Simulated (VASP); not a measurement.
# BaZrO3 (Pm-3m) in VASP: notebook

The runs below take BaZrO3 through single point, with r2SCAN.

Everything below comes from runs of VASP 6.6.1. Logs are shortened: lines on timing, memory, paths and dates and some standing lists are left out, and cuts for length are marked.

## (1) The cell of the first run

Symmetry: Pm-3m, No. 221, cubic system. The conventional cell has a = 4.148 Å, b = 4.148 Å, c = 4.148 Å, α = 90.00°, β = 90.00°, γ = 90.00°. Ba (site symmetry m-3m) has 12 O at 2.93 Å and 8 Zr at 3.59 Å within 3.9 Å. Within 2.7 Å of Zr (site symmetry m-3m) lie 6 O at 2.07 Å. O (site symmetry 4/mmm) has 2 Zr at 2.07 Å within 2.7 Å.

## (2) Single point, r2SCAN (14.28 Å³/atom)

POSCAR

```
BaZrO3
1.0
    4.1482145439      0.0000000000      0.0000000000
    0.0000000000      4.1482145439      0.0000000000
    0.0000000000      0.0000000000      4.1482145439
Ba Zr O
1 1 3
Direct
    0.0000000000      0.0000000000      0.0000000000
    0.5000000000      0.5000000000      0.5000000000
    0.0000000000      0.5000000000      0.5000000000
    0.5000000000      0.5000000000      0.0000000000
    0.5000000000      0.0000000000      0.5000000000
```

INCAR.step1

```
  ALGO = Normal
  EDIFF = 1E-4
  ENCUT = 520
  GGA = PE
  ISMEAR = 0
  LASPH = T
  LCHARG = F
  LREAL = F
  LWAVE = T
  NBANDS = 28
  NELM = 60
  PREC = Accurate
  SIGMA = 0.05
```

INCAR.step2

```
  ALGO = Normal
  EDIFF = 1E-6
  ENCUT = 520
  ISIF = 2
  ISMEAR = 0
  ISTART = 1
  LASPH = T
  LCHARG = F
  LMIXTAU = T
  LREAL = F
  LWAVE = F
  METAGGA = R2SCAN
  NBANDS = 28
  NELM = 60
  PREC = Accurate
  SIGMA = 0.05
```

KPOINTS

```
k-points
0
Gamma
  6 6 6
```

Potentials or basis: VASP PAW PBE potentials, release 64 (Ba_sv, Zr_sv, O).

The run is started by

```console
$ cat potpaw_PBE.64/Ba_sv/POTCAR potpaw_PBE.64/Zr_sv/POTCAR potpaw_PBE.64/O/POTCAR > POTCAR
$ cp INCAR.step1 INCAR
$ mpirun -np 1 vasp_std > vasp.out
$ cp INCAR.step2 INCAR
$ mpirun -np 1 vasp_std > vasp.out
```

OUTCAR:

```text
EDIFF = 1E-6
   ENCUT = 520
   ISIF = 2
   ISMEAR = 0
   ISTART = 1
   LASPH = T
   LREAL = F
   METAGGA = R2SCAN
   NELM = 60
   PREC = Accurate

 ion  position               nearest neighbor table
   1  0.000  0.000  0.000-   3 2.93   4 2.93   5 2.93   3 2.93   5 2.93   3 2.93   4 2.93   3 2.93
                             4 2.93   5 2.93   5 2.93   4 2.93   2 3.59   2 3.59   2 3.59   2 3.59
   2  0.500  0.500  0.500-   3 2.07   4 2.07   5 2.07   4 2.07   5 2.07   3 2.07   1 3.59   1 3.59
                             1 3.59   1 3.59   1 3.59   1 3.59   1 3.59   1 3.59
   3  0.000  0.500  0.500-   2 2.07   2 2.07   1 2.93   1 2.93   1 2.93   1 2.93
   4  0.500  0.500  0.000-   2 2.07   2 2.07   1 2.93   1 2.93   1 2.93   1 2.93
   5  0.500  0.000  0.500-   2 2.07   2 2.07   1 2.93   1 2.93   1 2.93   1 2.93

  LATTYP: Found a simple cubic cell.
 ALAT       =     4.1482145439

  Lattice vectors:

 A1 = (   4.1482145439,   0.0000000000,   0.0000000000)
 A2 = (   0.0000000000,   4.1482145439,   0.0000000000)
 A3 = (   0.0000000000,   0.0000000000,   4.1482145439)

Analysis of symmetry for initial positions (statically):
=====================================================================
 Subroutine PRICEL returns:
 Original cell was already a primitive cell.

 Routine SETGRP: Setting up the symmetry group for a
 simple cubic supercell.

 Subroutine GETGRP returns: Found 48 space group operations
 (whereof 48 operations were pure point group operations)
 out of a pool of 48 trial point group operations.

The static configuration has the point symmetry O_h .

Analysis of symmetry for dynamics (positions and initial velocities):
=====================================================================
 Subroutine PRICEL returns:
 Original cell was already a primitive cell.

 Routine SETGRP: Setting up the symmetry group for a
 simple cubic supercell.

 Subroutine GETGRP returns: Found 48 space group operations
 (whereof 48 operations were pure point group operations)
 out of a pool of 48 trial point group operations.

The dynamic configuration has the point symmetry O_h .

 Subroutine INISYM returns: Found 48 space group operations
 (whereof 48 operations are pure point group operations),
 and found     1 'primitive' translations

[... 94 lines left out ...]
   NELM   =     60;   NELMIN=  2; NELMDL=  0     # of ELM steps
   EDIFF  = 0.1E-05   stopping-criterion for ELM
   LREAL  =      F    real-space projection
   EDIFFG = 0.1E-04   stopping-criterion for IOM
   NSW    =      0    number of steps for IOM
   IBRION =     -1    ionic relax: 0-MD 1-quasi-New 2-CG
   NFREE  =      0    steps in history (QN), initial steepest desc. (CG)
   ISIF   =      2    stress and relaxation
   ISYM   =      2    0-nonsym 1-usesym 2-fastsym
   POTIM  = 0.5000    time-step for ionic-motion
   TEBEG  =    0.0;   TEEND  =   0.0 temperature during run
   PSTRESS=    0.0 pullay stress
   NELECT =      40.0000    total number of electrons
   NUPDOWN=      -1.0000    fix difference up-down
   EMIN   =  10.00;   EMAX   =-10.00  energy-range for DOS
   EFERMI =   0.00;   METHOD = LEGACY
   ISMEAR =     0;   SIGMA  =   0.05  broadening in eV -4-tet -1-fermi 0-gaus
   EFERMI_NEDOS =   21; number of points for ismear=-14 and -15
   IALGO  =     38    algorithm
   IMIX   =      4    mixing-type and parameters
     AMIX     =   0.40;   BMIX     =  1.00
     AMIX_MAG =   1.60;   BMIX_MAG =  1.00
  volume/ion in A,a.u.               =      14.28        96.34
  Fermi-wavevector in a.u.,A,eV,Ry     =   1.349689  2.550542 24.785184  1.821660
  Thomas-Fermi vector in A             =   2.477255
   LORBIT       =      0    0 simple, 1 ext, 2 COOP (PROOUT), +10 PAW based schemes
   METAGGA = R2SCAN    functional components
   LHFCALC =     F    Hartree Fock is set to
   AEXX    =    0.0000 exact exchange contribution
   IVDW    =     0    specifies the selected vdW correction
   LEPSILON=     F    determine dielectric tensor
   LRPA    =     F    only Hartree local field effects (RPA)
 non-spin polarized calculation
 Gauss-broadening in eV      SIGMA  =   0.05
  energy-cutoff  :      520.00
  volume of cell :       71.38
 maximum number of plane-waves:      1940
 NGX is ok and might be reduce to    32
   NGX = 15   NGY = 15   NGZ = 15

 number of electron      40.0000016 magnetization

 Free energy of the ion-electron system (eV)
  ---------------------------------------------------
  ext. energy  EPLUGINS =         0.00000000
  ---------------------------------------------------
  free energy    TOTEN  =       -85.01632530 eV

  energy without entropy =      -85.01632530  energy(sigma->0) =      -85.01632530

 E-fermi :   3.9373     XC(G=0): -11.5607

 val. band max:        3.7083520024   @ k =   0.5000   0.5000   0.5000
 cond. band min:       7.4860026384   @ k =   0.0000   0.0000   0.0000
 fundamental gap:      3.7776506359
 Fermi energy:         3.9373185656

 k-point     1 :       0.0000    0.0000    0.0000
  band No.  band energies     occupation
      1     -44.5959      2.00000
      2     -22.1949      2.00000
      3     -22.0849      2.00000
      4     -22.0849      2.00000
      5     -22.0849      2.00000
      6     -13.6839      2.00000
[... 609 lines left out ...]
     27      13.6624      0.00000
     28      13.6624      0.00000

------------------------ aborting loop because EDIFF is reached ----------------------------------------

  FORCE on cell =-STRESS in cart. coord.  units (eV):
  Direction    XX          YY          ZZ          XY          YZ          ZX
  --------------------------------------------------------------------------------------
  -------------------------------------------------------------------------------------
  Total        3.7935829      3.7935829      3.7935829      0.0000000     -0.0000000      0.0000000
  in kB       85.1484081     85.1484081     85.1484081      0.0000000     -0.0000000      0.0000000
  external PRESSURE =      85.1484081 kB  Pullay stress =       0.0000000 kB

 VOLUME and BASIS-vectors are now :
 -----------------------------------------------------------------------------
  energy-cutoff  :      520.00
  volume of cell :       71.38
      direct lattice vectors                 reciprocal lattice vectors
     4.148214544  0.000000000  0.000000000     0.241067570  0.000000000  0.000000000
     0.000000000  4.148214544  0.000000000     0.000000000  0.241067570  0.000000000
     0.000000000  0.000000000  4.148214544     0.000000000  0.000000000  0.241067570

 POSITION                                       TOTAL-FORCE (eV/Angst)
 -----------------------------------------------------------------------------------
      0.00000      0.00000      0.00000         0.000000      0.000000      0.000000
      2.07411      2.07411      2.07411         0.000000      0.000000      0.000000
      0.00000      2.07411      2.07411         0.000000      0.000000      0.000000
      2.07411      2.07411      0.00000         0.000000      0.000000      0.000000
      2.07411      0.00000      2.07411         0.000000      0.000000      0.000000
 -----------------------------------------------------------------------------------
    total drift:                                0.000000     -0.000000     -0.000000

  FREE ENERGIE OF THE ION-ELECTRON SYSTEM (eV)
  ---------------------------------------------------
  free  energy   TOTEN  =       -85.0163252981 eV

  energy  without entropy=      -85.0163252981  energy(sigma->0) =      -85.01632530
```

OUTCAR.step1:

```text
EDIFF = 1E-4
   ENCUT = 520
   GGA = PE
   ISMEAR = 0
[... 848 lines left out ...]
      2.07411      2.07411      2.07411         0.000000      0.000000      0.000000
      0.00000      2.07411      2.07411         0.000000      0.000000      0.000000
      2.07411      2.07411      0.00000         0.000000      0.000000      0.000000
      2.07411      0.00000      2.07411         0.000000      0.000000      0.000000
 -----------------------------------------------------------------------------------
    total drift:                                0.000000     -0.000000     -0.000000

  FREE ENERGIE OF THE ION-ELECTRON SYSTEM (eV)
  ---------------------------------------------------
  free  energy   TOTEN  =       -41.5732938195 eV

  energy  without entropy=      -41.5732938195  energy(sigma->0) =      -41.57329382
```

Run time: 1.9 min. Hardware: 1 thread of Intel Xeon 8259CL, shared host; peak memory 0.21 GiB.

Results:

| Property | Result |
| --- | --- |
| Free energy | -85.0163 eV |
| Pressure | 8.5 GPa |
| Band gap on the k mesh | 3.78 eV (least direct gap 3.98 eV) |

Caveat: the cell stands under pressure; the PAW data sets were made with another functional, which shifts forces and pressure a little; spin-orbit coupling is left out, which moves the levels of the heavy elements. A k mesh can miss the band edges.

## (3) Single point, r2SCAN (14.57 Å³/atom)

This run uses another cell than the first one, of 14.57 Å³/atom.

POSCAR, as its differences from that of step 2:

```diff
@@ -2,5 +2,5 @@
 1.0
-    4.1482145439      0.0000000000      0.0000000000
-    0.0000000000      4.1482145439      0.0000000000
-    0.0000000000      0.0000000000      4.1482145439
+    4.1768238241      0.0000000000      0.0000000000
+    0.0000000000      4.1768238241      0.0000000000
+    0.0000000000      0.0000000000      4.1768238241
 Ba Zr O
```

INCAR.step1

```
  PREC = Accurate
  ENCUT = 520
  ISMEAR = 0
  SIGMA = 0.05
  LREAL = F
  LASPH = T
  NELM = 80
  NBANDS = 28
  GGA = PE
  ALGO = Normal
  EDIFF = 1E-4
  LWAVE = T
  LCHARG = F
```

INCAR.step2

```
  PREC = Accurate
  ENCUT = 520
  EDIFF = 1E-6
  ISMEAR = 0
  SIGMA = 0.05
  LREAL = F
  LASPH = T
  NELM = 80
  ALGO = Normal
  ISIF = 2
  LWAVE = F
  LCHARG = F
  METAGGA = R2SCAN
  LMIXTAU = T
  NBANDS = 28
  ISTART = 1
```

KPOINTS

```
regular mesh
0
Gamma
  6 6 6
```

Potentials or basis: VASP PAW PBE potentials, release 64 (Ba_sv, Zr_sv, O).

The run is started by

```console
$ cat potpaw_PBE.64/Ba_sv/POTCAR potpaw_PBE.64/Zr_sv/POTCAR potpaw_PBE.64/O/POTCAR > POTCAR
$ cp INCAR.step1 INCAR
$ mpirun -np 1 vasp_std > vasp.out
$ cp INCAR.step2 INCAR
$ mpirun -np 1 vasp_std > vasp.out
```

OUTCAR:

```text
PREC = Accurate
   ENCUT = 520
   EDIFF = 1E-6
   ISMEAR = 0
   LREAL = F
   LASPH = T
   NELM = 80
   ISIF = 2
   METAGGA = R2SCAN
   ISTART = 1

 ion  position               nearest neighbor table
   1  0.000  0.000  0.000-   3 2.95   4 2.95   5 2.95   3 2.95   5 2.95   3 2.95   4 2.95   3 2.95
                             4 2.95   5 2.95   5 2.95   4 2.95   2 3.62   2 3.62   2 3.62   2 3.62
   2  0.500  0.500  0.500-   3 2.09   4 2.09   5 2.09   4 2.09   5 2.09   3 2.09   1 3.62   1 3.62
                             1 3.62   1 3.62   1 3.62   1 3.62   1 3.62   1 3.62
[... 821 lines left out ...]
  -------------------------------------------------------------------------------------
  Total        2.0785063      2.0785063      2.0785063      0.0000000      0.0000000      0.0000000
  in kB       45.7007643     45.7007643     45.7007643      0.0000000      0.0000000      0.0000000
  external PRESSURE =      45.7007643 kB  Pullay stress =       0.0000000 kB

 VOLUME and BASIS-vectors are now :
 -----------------------------------------------------------------------------
  energy-cutoff  :      520.00
  volume of cell :       72.87
      direct lattice vectors                 reciprocal lattice vectors
     4.176823824  0.000000000  0.000000000     0.239416370  0.000000000  0.000000000
     0.000000000  4.176823824  0.000000000     0.000000000  0.239416370  0.000000000
     0.000000000  0.000000000  4.176823824     0.000000000  0.000000000  0.239416370

 POSITION                                       TOTAL-FORCE (eV/Angst)
 -----------------------------------------------------------------------------------
      0.00000      0.00000      0.00000         0.000000      0.000000      0.000000
      2.08841      2.08841      2.08841         0.000000      0.000000      0.000000
      0.00000      2.08841      2.08841         0.000000      0.000000      0.000000
      2.08841      2.08841      0.00000         0.000000      0.000000      0.000000
      2.08841      0.00000      2.08841         0.000000      0.000000      0.000000
 -----------------------------------------------------------------------------------
    total drift:                                0.000000     -0.000000     -0.000000

  FREE ENERGIE OF THE ION-ELECTRON SYSTEM (eV)
  ---------------------------------------------------
  free  energy   TOTEN  =       -85.0783110036 eV

  energy  without entropy=      -85.0783110036  energy(sigma->0) =      -85.07831100
```

OSZICAR.step1:

```text
N       E                     dE             d eps       ncg     rms          rms(c)
DAV:   1     0.302099743411E+03    0.30210E+03   -0.21960E+04  1120   0.140E+03
DAV:   2    -0.291234163876E+02   -0.33122E+03   -0.32403E+03  1392   0.354E+02
DAV:   3    -0.486472325520E+02   -0.19524E+02   -0.19442E+02  1732   0.791E+01
DAV:   4    -0.491936568331E+02   -0.54642E+00   -0.54557E+00  1544   0.106E+01
DAV:   5    -0.492022572029E+02   -0.86004E-02   -0.85997E-02  1556   0.111E+00    0.295E+01
DAV:   6    -0.417211341206E+02    0.74811E+01   -0.37551E+01  1336   0.385E+01    0.130E+01
DAV:   7    -0.416683687882E+02    0.52765E-01   -0.27626E+00  1564   0.899E+00    0.795E+00
DAV:   8    -0.416612718836E+02    0.70969E-02   -0.35062E-01  1296   0.425E+00    0.739E-01
DAV:   9    -0.416555850102E+02    0.56869E-02   -0.70767E-02  1464   0.144E+00    0.517E-01
DAV:  10    -0.416571642722E+02   -0.15793E-02   -0.17256E-02  1508   0.106E+00    0.262E-01
DAV:  11    -0.416567398226E+02    0.42445E-03   -0.21123E-03  1372   0.367E-01    0.395E-02
DAV:  12    -0.416567958029E+02   -0.55980E-04   -0.17637E-04  1124   0.923E-02
   1 F= -.41656796E+02 E0= -.41656796E+02  d E =-.122164E-13
```

Wall time 2.7 min (1 thread of Intel Xeon 8259CL, shared host); peak memory 0.21 GiB.

Results:

```yaml
Free_energy: -85.0783 eV
Pressure: 4.6 GPa
Band_gap_on_the_k_mesh: 3.73 eV (least direct gap 3.96 eV)
```

Caveat: the cell stands under pressure; the PAW data sets were made with another functional, which shifts forces and pressure a little; spin-orbit coupling is left out, which moves the levels of the heavy elements.

(Continued in part 2 of 2.)
